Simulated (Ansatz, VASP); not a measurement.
One calculation of Ti3O4, two programs

```
CELL_PARAMETERS angstrom
2.91282 -4.03035 0.00000
2.91282 4.03035 0.00000
0.00000 0.00000 2.96903
ATOMIC_POSITIONS crystal
Ti 0.00000 0.00000 0.50000
Ti 0.50000 0.00000 0.00000
Ti 0.00000 0.50000 0.00000
O 0.76278 0.76278 0.00000
O 0.25888 0.74112 0.50000
O 0.23722 0.23722 0.00000
O 0.74112 0.25888 0.50000
```

Alike in both runs: task single point; functional PBEsol; k mesh 8 × 8 × 14; occupations gaussian, width 0.15 eV; no spin polarisation.

|  | VASP | Ansatz |
| --- | --- | --- |
| version | VASP 6.6.1 | Ansatz 0.2.0 |
| potentials or method | VASP PAW PBE potentials, release 64 (Ti_sv, O), cutoff 520 eV | scalar-relativistic, plane waves, PAW |
| valence electrons in the cell | 60 | 60 |

```csv
,VASP,Ansatz,Ansatz less VASP
gap on the k mesh at the Fermi level (eV),none,none,-
pressure (GPa),0.8,0.0,-0.74
"traceless stress, the component that is largest in VASP (GPa)",0.43,0.40,-0.027
rms of the force components (eV/Å),0.008,0.007,-0.0008
```

VASP's potentials were made for PBE, not for PBEsol. Atom by atom the forces differ by 0.012 eV/Å (rms over components). A gap of «none» marks a metal or a gap that the smearing closes.
